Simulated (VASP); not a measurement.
# MgO (R-3m) in VASP: notebook, part 2 of 2

VASP 6.6.1. The steps go on from the part before.

**3. Single point, r2SCAN**

This run uses another cell than the first one, of the same volume but with other edges.

POSCAR reads:

```
MgO
1.0
   -0.4627172392      1.9306477911      1.9306477911
    1.9306477911     -0.4627172392      1.9306477911
    1.9306477911      1.9306477911     -0.4627172392
Mg O
1 1
Direct
    0.0000000000      0.0000000000      0.0000000000
    0.5000000000      0.5000000000      0.5000000000
```

INCAR.step1 reads:

```
PREC = Accurate
ENCUT = 920
ISMEAR = 0
SIGMA = 0.05
LREAL = False
LASPH = True
NELM = 120
NBANDS = 15
GGA = PE
ALGO = Normal
EDIFF = 1E-5
LWAVE = True
LCHARG = False
GGA_COMPAT = False
```

INCAR.step2 reads:

```
PREC = Accurate
ENCUT = 920
EDIFF = 1E-6
ISMEAR = 0
SIGMA = 0.05
LREAL = False
LASPH = True
NELM = 120
ALGO = Normal
ISIF = 2
LWAVE = False
LCHARG = False
METAGGA = R2SCAN
LMIXTAU = True
NBANDS = 15
ISTART = 1
GGA_COMPAT = False
```

KPOINTS reads:

```
Automatic mesh
0
Gamma
  10 10 10
```

Potentials or basis: VASP PAW PBE potentials, release 64 (Mg_sv, O).

Command:

```
cat potpaw_PBE.64/Mg_sv/POTCAR potpaw_PBE.64/O/POTCAR > POTCAR
cp INCAR.step1 INCAR
mpirun -np 1 vasp_std > vasp.out
cp INCAR.step2 INCAR
mpirun -np 1 vasp_std > vasp.out
```

It took 4 min on 1 thread of AMD EPYC 7R43 (Zen 3), shared host; peak memory 0.18 GiB.

Results (log left out):

| Quantity | Value |
| --- | --- |
| Free energy | -15.2335 eV |
| Pressure | -6.7 GPa |
| Band gap on the k mesh | 3.50 eV |

Stress tensor (GPa, compression positive):
```
-6.75 15.24 15.24
15.24 -6.75 15.24
15.24 15.24 -6.75
```

Levels at points of the mesh, in eV from the valence-band top:
```
           k point  band 4  band 5  band 6  band 7  band 8  band 9  band 10  band 11  band 12  band 13
(0.00, 0.00, 0.00)  -41.85  -18.88   -1.22   -1.22    0.00    3.50    12.74    12.74    18.83    22.83
(0.50, 0.00, 0.00)  -41.84  -17.82   -5.72   -1.30   -0.32    7.62    10.69    16.16    17.69    21.09
(0.50, 0.50, 0.00)  -41.86  -17.29   -4.71   -3.39   -0.67    6.95    12.02    12.17    15.74    21.68
(0.50, 0.50, 0.50)  -41.88  -16.83   -4.20   -2.66   -2.66    6.28    11.60    11.60    15.72    18.23
```

Caveat: the cell stands under tension; the PAW data sets were made with another functional, which shifts forces and pressure a little.

**4. Single point, r2SCAN**

This run uses another cell than the first one, of the same volume but with other edges.

POSCAR reads:

```
MgO
1.0
    0.5204527220      2.4245480462      2.4245480462
    2.4245480462      0.5204527220      2.4245480462
    2.4245480462      2.4245480462      0.5204527220
Mg O
1 1
Direct
    0.0000000000      0.0000000000      0.0000000000
    0.5000000000      0.5000000000      0.5000000000
```

INCAR.step1 reads:

```
SYSTEM = MgO
ALGO = Normal
EDIFF = 1E-5
ENCUT = 920
GGA = PE
GGA_COMPAT = .False.
ISMEAR = 0
LASPH = .True.
LCHARG = .False.
LREAL = .False.
LWAVE = .True.
NBANDS = 15
NELM = 120
PREC = Accurate
SIGMA = 0.05
```

INCAR.step2 reads:

```
SYSTEM = MgO
ALGO = Normal
EDIFF = 1E-6
ENCUT = 920
GGA_COMPAT = .False.
ISIF = 2
ISMEAR = 0
ISTART = 1
LASPH = .True.
LCHARG = .True.
LELF = .True.
LMIXTAU = .True.
LREAL = .False.
LVHAR = .True.
LWAVE = .False.
METAGGA = R2SCAN
NBANDS = 15
NELM = 120
PREC = Accurate
SIGMA = 0.05
```

KPOINTS reads:

```
k-points
0
Gamma
  10 10 10
  0 0 0
```

Potentials or basis: VASP PAW PBE potentials, release 64 (Mg_sv, O).

Command:

```
cat potpaw_PBE.64/Mg_sv/POTCAR potpaw_PBE.64/O/POTCAR > POTCAR
cp INCAR.step1 INCAR
mpirun -np 1 vasp_std > vasp.out
cp INCAR.step2 INCAR
mpirun -np 1 vasp_std > vasp.out
```

OUTCAR:

```text
SYSTEM = MgO
   EDIFF = 1E-6
   ENCUT = 920
   ISIF = 2
   ISMEAR = 0
   ISTART = 1
   LASPH = .True.
   LREAL = .False.
   METAGGA = R2SCAN
   NELM = 120
   PREC = Accurate

 ion  position               nearest neighbor table
   1  0.000  0.000  0.000-
   2  0.500  0.500  0.500-

  LATTYP: Found a trigonal (rhomboedric) cell.
 ALAT       =     3.4681028665
 COS(alpha) =     0.6985651702

  Lattice vectors:

 A1 = (   0.5204527220,   2.4245480462,   2.4245480462)
[... 609 lines left out ...]
      9       9.7734      0.00000
     10      13.5042      0.00000
     11      17.3874      0.00000
     12      21.3550      0.00000
     13      22.5817      0.00000
     14      24.2849      0.00000
     15      27.7298      0.00000

 [... further k-points ...]
[... 5 lines left out ...]
  --------------------------------------------------------------------------------------
  -------------------------------------------------------------------------------------
  Total       -0.2599343     -0.2599343     -0.2599343     -5.8234663     -5.8234663     -5.8234663
  in kB      -21.3923781    -21.3923781    -21.3923781   -479.2664010   -479.2664010   -479.2664010
  external PRESSURE =     -21.3923781 kB  Pullay stress =       0.0000000 kB

 VOLUME and BASIS-vectors are now :
 -----------------------------------------------------------------------------
  energy-cutoff  :      920.00
  volume of cell :       19.47
      direct lattice vectors                 reciprocal lattice vectors
     0.520452722  2.424548046  2.424548046    -0.288044065  0.237139726  0.237139726
     2.424548046  0.520452722  2.424548046     0.237139726 -0.288044065  0.237139726
     2.424548046  2.424548046  0.520452722     0.237139726  0.237139726 -0.288044065

 POSITION                                       TOTAL-FORCE (eV/Angst)
 -----------------------------------------------------------------------------------
      0.00000      0.00000      0.00000         0.000000      0.000000      0.000000
      2.68477      2.68477      2.68477        -0.000000      0.000000     -0.000000
 -----------------------------------------------------------------------------------
    total drift:                                0.000000      0.000000      0.000000

  FREE ENERGIE OF THE ION-ELECTRON SYSTEM (eV)
  ---------------------------------------------------
  free  energy   TOTEN  =       -14.3046325642 eV

  energy  without entropy=      -14.3046325642  energy(sigma->0) =      -14.30463256
```

It took 2.9 min on 1 thread of Intel Xeon 6975P-C (Granite Rapids), shared host; peak memory 0.26 GiB.

What came out:

* Free energy: -14.3046 eV
* Pressure: -2.1 GPa
* Band gap on the k mesh: 0.98 eV

Levels at points of the mesh, in eV from the valence-band top:
```csv
k point,band 4,band 5,band 6,band 7,band 8,band 9,band 10,band 11,band 12,band 13
"(0.00, 0.00, 0.00)",-42.70,-19.34,-3.45,0.00,0.00,0.98,13.03,16.48,18.08,18.08
"(0.50, 0.00, 0.00)",-42.69,-17.68,-5.37,-3.12,-0.99,4.68,10.38,14.23,16.41,18.76
"(0.50, 0.50, 0.00)",-42.69,-17.64,-5.19,-3.65,-1.11,5.86,9.44,11.86,18.43,18.52
"(0.50, 0.50, 0.50)",-42.73,-18.76,-7.27,-0.20,-0.20,7.28,9.59,20.90,20.90,20.94
```

Caveat: the PAW data sets were made with another functional, which shifts forces and pressure a little.

**5. Overview**

| cell | gap on the mesh (eV) | pressure (GPa) |
| --- | --- | --- |
| a = 3.232 Å, angles 52.2°, 2 atoms | 3.88 | -5.7 |
| a = 2.769 Å, angles 75.3°, 2 atoms | 3.50 | -6.7 |
| a = 3.468 Å, angles 45.7°, 2 atoms | 0.98 | -2.1 |

Alike in all rows: task single point; level r2SCAN; potentials or basis VASP PAW PBE potentials, release 64 (Mg_sv, O); no spin polarisation; k mesh 10 × 10 × 10; cutoff (eV) 920; smearing gaussian 0.05 eV.

Caveats: the PAW data sets were made with another functional, which shifts forces and pressure a little; the cell stands under tension (at least some runs).

Absolute energies hang on the potentials; compare differences alone.
